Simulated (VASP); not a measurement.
Nb, 1 atom in the cell. It takes space group P6/mmm (No. 191, hexagonal). Conventional cell: a = 2.906 Å, b = 2.906 Å, c = 2.731 Å, α = 90.00°, β = 90.00°, γ = 120.00°. Within 3.6 Å of Nb (site symmetry 6/mmm) lie 8 Nb at 2.73 to 2.91 Å. This isn't the form of Nb at room conditions, which is bcc.

```yaml
Program: VASP 6.6.1
Task: relaxation of cell and atoms
Functional: PBE
Potentials_or_basis: VASP PAW PBE potentials, release 64 (Nb_sv)
Cutoff: 600 eV
k_mesh: 15 × 15 × 14
Occupations: fermi-dirac, width 0.08 eV
Spin: no spin polarisation
Target_pressure: -3.3 GPa
Dipole_correction: no
Further_INCAR_settings: ALGO = Normal; EDIFF = 1e-06; IBRION = 2; EDIFFG = -0.005; NSW = 60; ISIF = 3
```

Potentials or basis: VASP PAW PBE potentials, release 64 (Nb_sv).

Command:

```sh
$ cat potpaw_PBE.64/Nb_sv/POTCAR > POTCAR
$ mpirun -np 1 vasp_std > vasp.out
```

Hardware: 1 thread of Intel Xeon 8259CL (shared host).

**Question.** Estimate the wall time of this run.

**Answer.** It took 100 s on 1 thread of Intel Xeon 8259CL, with other jobs on the host, peak memory 0.19 GiB. Counts: scf iterations 43, k points 216, ion steps 5.
